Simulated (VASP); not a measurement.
# CsPbCl3 (P4/mmm) in VASP: notebook

Runs on CsPbCl3. Level: PBEsol. Tasks: single point.

All numbers are computed with VASP 6.6.1; they aren't measurements. Logs are shortened: lines on timing, memory, paths and dates and some standing lists are left out, and cuts for length are marked.

**1. The cell of the first run**

The structure is tetragonal, space group P4/mmm (No. 123). Conventional cell: a = 5.605 Å, b = 5.605 Å, c = 5.745 Å, α = 90.00°, β = 90.00°, γ = 90.00°. Within 5.2 Å of Cs (site symmetry 4/mmm) lie 12 Cl at 3.96 to 4.01 Å and 8 Pb at 4.89 Å. Pb (site symmetry 4/mmm) has 6 Cl at 2.80 to 2.87 Å within 3.7 Å. Within 3.7 Å of Cl (site symmetry mmm) lie 2 Pb at 2.80 Å. Within 3.8 Å of Cl (site symmetry 4/mmm) lie 2 Pb at 2.87 Å.

**2. Single point, PBEsol (strain +0.000 along x and y, +0.025 along z)**

Input file INCAR:

```
ALGO = Normal ; EDIFF = 1E-7
ENCUT = 520 ; GGA = PS
ISIF = 2 ; ISMEAR = 0
LASPH = T ; LCHARG = F
LREAL = F ; LWAVE = F
NBANDS = 30 ; NELM = 100
PREC = Accurate ; SIGMA = 0.05
```

Input file KPOINTS:

```
k-points
0
Gamma
  6 6 6
```

Input file POSCAR:

```
CsPbCl3
1.0
    5.6050000000      0.0000000000      0.0000000000
    0.0000000000      5.6050000000      0.0000000000
    0.0000000000      0.0000000000      5.7451250000
Cs Pb Cl
1 1 3
Direct
    0.0000000000      0.0000000000      0.0000000000
    0.5000000000      0.5000000000      0.5000000000
    0.0000000000      0.5000000000      0.5000000000
    0.5000000000      0.0000000000      0.5000000000
    0.5000000000      0.5000000000      0.0000000000
```

Potentials or basis: VASP PAW PBE potentials, release 64 (Cs_sv, Pb_d, Cl).

Command:

```
$ cat potpaw_PBE.64/Cs_sv/POTCAR potpaw_PBE.64/Pb_d/POTCAR potpaw_PBE.64/Cl/POTCAR > POTCAR
$ mpirun -np 1 vasp_std > vasp.out
```

OUTCAR:

```text
EDIFF = 1E-7
   ENCUT = 520
   GGA = PS
   ISIF = 2
   ISMEAR = 0
   LASPH = T
   LREAL = F
   NELM = 100
   PREC = Accurate

 ion  position               nearest neighbor table
   1  0.000  0.000  0.000-
   2  0.500  0.500  0.500-   3 2.80   4 2.80   4 2.80   3 2.80   5 2.87   5 2.87
   3  0.000  0.500  0.500-   2 2.80   2 2.80
   4  0.500  0.000  0.500-   2 2.80   2 2.80
   5  0.500  0.500  0.000-   2 2.87   2 2.87

  LATTYP: Found a simple tetragonal cell.
 ALAT       =     5.6050000000
 C/A-ratio  =     1.0250000000

  Lattice vectors:

 A1 = (   5.6050000000,   0.0000000000,   0.0000000000)
 A2 = (   0.0000000000,   5.6050000000,   0.0000000000)
 A3 = (   0.0000000000,   0.0000000000,   5.7451250000)

Analysis of symmetry for initial positions (statically):
=====================================================================
 Subroutine PRICEL returns:
 Original cell was already a primitive cell.

 Routine SETGRP: Setting up the symmetry group for a
 simple tetragonal supercell.

 Subroutine GETGRP returns: Found 16 space group operations
 (whereof 16 operations were pure point group operations)
 out of a pool of 16 trial point group operations.

The static configuration has the point symmetry D_4h.

Analysis of symmetry for dynamics (positions and initial velocities):
=====================================================================
 Subroutine PRICEL returns:
 Original cell was already a primitive cell.

 Routine SETGRP: Setting up the symmetry group for a
 simple tetragonal supercell.

 Subroutine GETGRP returns: Found 16 space group operations
 (whereof 16 operations were pure point group operations)
 out of a pool of 16 trial point group operations.

The dynamic configuration has the point symmetry D_4h.

 Subroutine INISYM returns: Found 16 space group operations
 (whereof 16 operations are pure point group operations),
 and found     1 'primitive' translations

----------------------------------------------------------------------------------------

                                     Primitive cell

  volume of cell :     180.4890

  direct lattice vectors                    reciprocal lattice vectors
     5.605000000  0.000000000  0.000000000     0.178412132  0.000000000  0.000000000
     0.000000000  5.605000000  0.000000000     0.000000000  0.178412132  0.000000000
     0.000000000  0.000000000  5.745125000     0.000000000  0.000000000  0.174060617

  length of vectors
     5.605000000  5.605000000  5.745125000     0.178412132  0.178412132  0.174060617

  position of ions in fractional coordinates (direct lattice)
     0.000000000  0.000000000  0.000000000
     0.500000000  0.500000000  0.500000000
     0.000000000  0.500000000  0.500000000
     0.500000000  0.000000000  0.500000000
     0.500000000  0.500000000  0.000000000

  ion indices of the primitive-cell ions
   primitive index   ion index
                 1           1
                 2           2
                 3           3
                 4           4
                 5           5

----------------------------------------------------------------------------------------

 KPOINTS: k-points

Automatic generation of k-mesh.
 Grid dimensions read from file:
 generate k-points for:    6    6    6

 Generating k-lattice:

  Cartesian coordinates                     Fractional coordinates (reciprocal lattice)
     0.029735355  0.000000000  0.000000000     0.166666667  0.000000000  0.000000000
     0.000000000  0.029735355  0.000000000     0.000000000  0.166666667  0.000000000
     0.000000000  0.000000000  0.029010103     0.000000000  0.000000000  0.166666667

  Length of vectors
     0.029735355  0.029735355  0.029010103

  Shift w.r.t. Gamma in fractional coordinates (k-lattice)
     0.000000000  0.000000000  0.000000000

 Subroutine IBZKPT returns following result:
 ===========================================

 Found     40 irreducible k-points:

 Following reciprocal coordinates:
            Coordinates               Weight
  0.000000  0.000000  0.000000      1.000000
  0.166667  0.000000  0.000000      4.000000
  0.333333  0.000000  0.000000      4.000000
  0.500000  0.000000  0.000000      2.000000
  0.166667  0.166667  0.000000      4.000000
  0.333333  0.166667  0.000000      8.000000
[... 16 lines left out ...]
  0.333333  0.000000  0.333333      8.000000
  0.500000  0.000000  0.333333      4.000000
 [... further k-points ...]
   k-points           NKPTS =     40   k-points in BZ     NKDIM =     40   number of bands    NBANDS=     30
   number of dos      NEDOS =    301   number of ions     NIONS =      5
   total plane-waves  NPLWV =  84672
   dimension x,y,z NGX =    42 NGY =   42 NGZ =   48
   dimension x,y,z NGXF=    84 NGYF=   84 NGZF=   96
   ions per type =               1   1   3
   NGX,Y,Z   is equivalent  to a cutoff of  12.46, 12.46, 13.89 a.u.
   NGXF,Y,Z  is equivalent  to a cutoff of  24.91, 24.91, 27.78 a.u.
 SYSTEM =  unknown system
   PREC   = accura    normal or accurate (medium, high low for compatibility)
   ISTART =      0    job   : 0-new  1-cont  2-samecut
   ICHARG =      2    charge: 1-file 2-atom 10-const
   ISPIN  =      1    spin polarized calculation?
   LNONCOLLINEAR =      F non collinear calculations
   LSORBIT =      F    spin-orbit coupling
   LASPH  =      T    aspherical Exc in radial PAW
   ENCUT  =  520.0 eV  38.22 Ry    6.18 a.u.  10.42 10.42 10.68*2*pi/ulx,y,z
   NELM   =    100;   NELMIN=  2; NELMDL= -5     # of ELM steps
   EDIFF  = 0.1E-06   stopping-criterion for ELM
   LREAL  =      F    real-space projection
   EDIFFG = 0.1E-05   stopping-criterion for IOM
   NSW    =      0    number of steps for IOM
   IBRION =     -1    ionic relax: 0-MD 1-quasi-New 2-CG
   NFREE  =      0    steps in history (QN), initial steepest desc. (CG)
   ISIF   =      2    stress and relaxation
   ISYM   =      2    0-nonsym 1-usesym 2-fastsym
   POTIM  = 0.5000    time-step for ionic-motion
   TEBEG  =    0.0;   TEEND  =   0.0 temperature during run
   PSTRESS=    0.0 pullay stress
   NELECT =      44.0000    total number of electrons
   NUPDOWN=      -1.0000    fix difference up-down
   EMIN   =  10.00;   EMAX   =-10.00  energy-range for DOS
   EFERMI =   0.00;   METHOD = LEGACY
   ISMEAR =     0;   SIGMA  =   0.05  broadening in eV -4-tet -1-fermi 0-gaus
   EFERMI_NEDOS =   21; number of points for ismear=-14 and -15
   IALGO  =     38    algorithm
   IMIX   =      4    mixing-type and parameters
     AMIX     =   0.40;   BMIX     =  1.00
     AMIX_MAG =   1.60;   BMIX_MAG =  1.00
  volume/ion in A,a.u.               =      36.10       243.60
  Fermi-wavevector in a.u.,A,eV,Ry     =   1.022686  1.932596 14.230141  1.045886
  Thomas-Fermi vector in A             =   2.156378
   LORBIT       =      0    0 simple, 1 ext, 2 COOP (PROOUT), +10 PAW based schemes
   GGA     = PS    functional components
   LHFCALC =     F    Hartree Fock is set to
   AEXX    =    0.0000 exact exchange contribution
   IVDW    =     0    specifies the selected vdW correction
   LEPSILON=     F    determine dielectric tensor
   LRPA    =     F    only Hartree local field effects (RPA)
 non-spin polarized calculation
 Gauss-broadening in eV      SIGMA  =   0.05
  energy-cutoff  :      520.00
  volume of cell :      180.49
 maximum number of plane-waves:      4884
 NGX is ok and might be reduce to    42
   NGX = 21   NGY = 21   NGZ = 21

 number of electron      44.0000003 magnetization

 Free energy of the ion-electron system (eV)
  ---------------------------------------------------
  ext. energy  EPLUGINS =         0.00000000
  ---------------------------------------------------
  free energy    TOTEN  =       -18.36777219 eV

  energy without entropy =      -18.36777219  energy(sigma->0) =      -18.36777219

 E-fermi :   1.6157     XC(G=0):  -7.8982

 val. band max:        1.4097622512   @ k =   0.5000   0.5000   0.5000
 cond. band min:       3.2000876506   @ k =   0.5000   0.5000   0.5000
 fundamental gap:      1.7903253994
 Fermi energy:         1.6156793361

 k-point     1 :       0.0000    0.0000    0.0000
  band No.  band energies     occupation
      1     -19.8168      2.00000
      2     -15.2705      2.00000
      3     -15.2310      2.00000
      4     -15.0304      2.00000
      5     -15.0304      2.00000
      6     -15.0228      2.00000
[... 22 lines left out ...]
     29       7.2018      0.00000
     30       7.5948      0.00000

 k-point     2 :       0.1667    0.0000    0.0000
  band No.  band energies     occupation
      1     -19.8163      2.00000
      2     -15.2557      2.00000
      3     -15.2193      2.00000
      4     -15.0308      2.00000
      5     -15.0304      2.00000
      6     -15.0232      2.00000
[... 22 lines left out ...]
     29       6.8691      0.00000
     30       7.3467      0.00000

 k-point     3 :       0.3333    0.0000    0.0000
  band No.  band energies     occupation
      1     -19.8152      2.00000
      2     -15.2464      2.00000
      3     -15.1741      2.00000
      4     -15.0315      2.00000
      5     -15.0304      2.00000
      6     -15.0240      2.00000
[... 22 lines left out ...]
     29       6.9997      0.00000
     30       7.8252      0.00000

 k-point     4 :       0.5000    0.0000    0.0000
  band No.  band energies     occupation
      1     -19.8147      2.00000
      2     -15.2450      2.00000
      3     -15.1472      2.00000
      4     -15.0320      2.00000
      5     -15.0304      2.00000
      6     -15.0244      2.00000
[... 22 lines left out ...]
     29       7.2059      0.00000
     30       8.3211      0.00000

 k-point     5 :       0.1667    0.1667    0.0000
  band No.  band energies     occupation
      1     -19.8158      2.00000
      2     -15.2315      2.00000
      3     -15.2166      2.00000
      4     -15.0308      2.00000
      5     -15.0308      2.00000
      6     -15.0236      2.00000
[... 22 lines left out ...]
     29       6.8811      0.00000
     30       7.4385      0.00000
[... 526 lines left out ...]
     29       7.0594      0.00000
     30       7.9676      0.00000

 k-point    22 :       0.1667    0.0000    0.3333
  band No.  band energies     occupation
      1     -19.8151      2.00000
      2     -15.2533      2.00000
      3     -15.1682      2.00000
      4     -15.0316      2.00000
      5     -15.0312      2.00000
      6     -15.0232      2.00000
[... 22 lines left out ...]
     29       7.2013      0.00000
     30       7.8186      0.00000

 k-point    23 :       0.3333    0.0000    0.3333
  band No.  band energies     occupation
      1     -19.8142      2.00000
      2     -15.2315      2.00000
      3     -15.1316      2.00000
      4     -15.0323      2.00000
      5     -15.0312      2.00000
      6     -15.0239      2.00000
[... 22 lines left out ...]
     29       7.4564      0.00000
     30       7.6510      0.00000

 k-point    24 :       0.5000    0.0000    0.3333
  band No.  band energies     occupation
      1     -19.8137      2.00000
      2     -15.2257      2.00000
      3     -15.1070      2.00000
      4     -15.0327      2.00000
      5     -15.0311      2.00000
      6     -15.0243      2.00000
[... 22 lines left out ...]
     29       7.5845      0.00000
     30       7.7904      0.00000

 [... further k-points ...]

------------------------ aborting loop because EDIFF is reached ----------------------------------------

  FORCE on cell =-STRESS in cart. coord.  units (eV):
  Direction    XX          YY          ZZ          XY          YZ          ZX
  --------------------------------------------------------------------------------------
  -------------------------------------------------------------------------------------
  Total       -0.0495031     -0.0495031     -1.3095215      0.0000000     -0.0000000      0.0000000
  in kB       -0.4394328     -0.4394328    -11.6244526      0.0000000     -0.0000000      0.0000000
  external PRESSURE =      -4.1677728 kB  Pullay stress =       0.0000000 kB

 VOLUME and BASIS-vectors are now :
 -----------------------------------------------------------------------------
  energy-cutoff  :      520.00
  volume of cell :      180.49
      direct lattice vectors                 reciprocal lattice vectors
     5.605000000  0.000000000  0.000000000     0.178412132  0.000000000  0.000000000
     0.000000000  5.605000000  0.000000000     0.000000000  0.178412132  0.000000000
     0.000000000  0.000000000  5.745125000     0.000000000  0.000000000  0.174060617

 POSITION                                       TOTAL-FORCE (eV/Angst)
 -----------------------------------------------------------------------------------
      0.00000      0.00000      0.00000         0.000000      0.000000      0.000000
      2.80250      2.80250      2.87256         0.000000      0.000000      0.000000
      0.00000      2.80250      2.87256         0.000000      0.000000      0.000000
      2.80250      0.00000      2.87256         0.000000      0.000000      0.000000
      2.80250      2.80250      0.00000         0.000000      0.000000      0.000000
 -----------------------------------------------------------------------------------
    total drift:                                0.000000     -0.000000     -0.000000

  FREE ENERGIE OF THE ION-ELECTRON SYSTEM (eV)
  ---------------------------------------------------
  free  energy   TOTEN  =       -18.3677721867 eV

  energy  without entropy=      -18.3677721867  energy(sigma->0) =      -18.36777219
```

Run time: 5.3 min. Hardware: 1 thread of Intel Xeon 8259CL, shared host; peak memory 0.4 GiB.

Results:

| Property | Result |
| --- | --- |
| Free energy | -18.3678 eV |
| Pressure | -0.4 GPa |
| Band gap on the k mesh | 1.79 eV |

Levels at points of the mesh, in eV from the valence-band top:
| k point | band 19 | band 20 | band 21 | band 22 | band 23 | band 24 | band 25 | band 26 |
| --- | --- | --- | --- | --- | --- | --- | --- | --- |
| (0.00, 0.00, 0.00) | -2.45 | -2.36 | -2.35 | -2.35 | 3.33 | 4.34 | 4.41 | 5.23 |
| (0.50, 0.00, 0.00) | -2.56 | -2.47 | -2.44 | -1.55 | 3.00 | 4.72 | 5.05 | 5.31 |
| (0.50, 0.50, 0.00) | -2.61 | -2.61 | -2.04 | -0.68 | 2.49 | 2.49 | 4.62 | 5.44 |
| (0.00, 0.00, 0.50) | -2.50 | -2.47 | -2.47 | -1.70 | 2.90 | 4.66 | 5.18 | 5.40 |
| (0.50, 0.00, 0.50) | -2.59 | -2.59 | -2.05 | -0.82 | 2.39 | 2.57 | 5.01 | 5.42 |
| (0.50, 0.50, 0.50) | -2.04 | -2.04 | -2.03 | 0.00 | 1.79 | 1.97 | 1.97 | 5.11 |

Caveat: the cell differs from its parent crystal (strain +0.000 along x and y, +0.025 along z); the PAW data sets were made with another functional, which shifts forces and pressure a little; spin-orbit coupling is left out, which moves the levels of the heavy elements.

**3. Single point, PBEsol (strain +0.025 along x and y, +0.000 along z)**

Input file INCAR:

```
SYSTEM = CsPbCl3
  PREC = Accurate
  ENCUT = 520
  EDIFF = 1E-7
  ISMEAR = 0
  SIGMA = 0.05
  LREAL = .FALSE.
  LASPH = .TRUE.
  NELM = 100
  ALGO = Normal
  ISIF = 2
  LWAVE = .FALSE.
  LCHARG = .FALSE.
  GGA = PS
  NBANDS = 30
```

Input file KPOINTS:

```
Automatic mesh
0
G
  6 6 6
  0 0 0
```

POSCAR: that of step 2 with these lines changed.

```diff
@@ -2,5 +2,5 @@
 1.0
-    5.6050000000      0.0000000000      0.0000000000
-    0.0000000000      5.6050000000      0.0000000000
-    0.0000000000      0.0000000000      5.7451250000
+    5.7451250000      0.0000000000      0.0000000000
+    0.0000000000      5.7451250000      0.0000000000
+    0.0000000000      0.0000000000      5.6050000000
 Cs Pb Cl
```

Potentials or basis: VASP PAW PBE potentials, release 64 (Cs_sv, Pb_d, Cl).

Command:

```
$ cat potpaw_PBE.64/Cs_sv/POTCAR potpaw_PBE.64/Pb_d/POTCAR potpaw_PBE.64/Cl/POTCAR > POTCAR
$ mpirun -np 1 vasp_std > vasp.out
```

It took 5.7 min on 1 thread of Intel Xeon 8259CL, shared host; peak memory 0.43 GiB.

It converged, with:

* Free energy: -18.3491 eV
* Pressure: -1.0 GPa
* Band gap on the k mesh: 1.95 eV

Stress tensor (GPa, compression positive):
```
-1.32  0.00  0.00
 0.00 -1.32  0.00
 0.00  0.00 -0.23
```

Levels at points of the mesh, in eV from the valence-band top:
| k point | band 19 | band 20 | band 21 | band 22 | band 23 | band 24 | band 25 | band 26 |
| --- | --- | --- | --- | --- | --- | --- | --- | --- |
| (0.00, 0.00, 0.00) | -2.23 | -2.18 | -2.18 | -2.17 | 3.45 | 4.52 | 4.58 | 5.36 |
| (0.50, 0.00, 0.00) | -2.33 | -2.29 | -2.26 | -1.56 | 2.97 | 4.79 | 5.20 | 5.37 |
| (0.50, 0.50, 0.00) | -2.41 | -2.41 | -1.88 | -0.83 | 2.54 | 2.54 | 5.18 | 5.54 |
| (0.00, 0.00, 0.50) | -2.35 | -2.26 | -2.26 | -1.42 | 3.08 | 4.87 | 5.16 | 5.16 |
| (0.50, 0.00, 0.50) | -2.44 | -2.43 | -1.88 | -0.69 | 2.47 | 2.65 | 4.79 | 5.56 |
| (0.50, 0.50, 0.50) | -1.87 | -1.87 | -1.87 | 0.00 | 1.95 | 1.95 | 2.12 | 5.23 |

Caveat: the cell differs from its parent crystal (strain +0.025 along x and y, +0.000 along z); the PAW data sets were made with another functional, which shifts forces and pressure a little; spin-orbit coupling is left out, which moves the levels of the heavy elements.

(Part 1 of 2 ends here.)
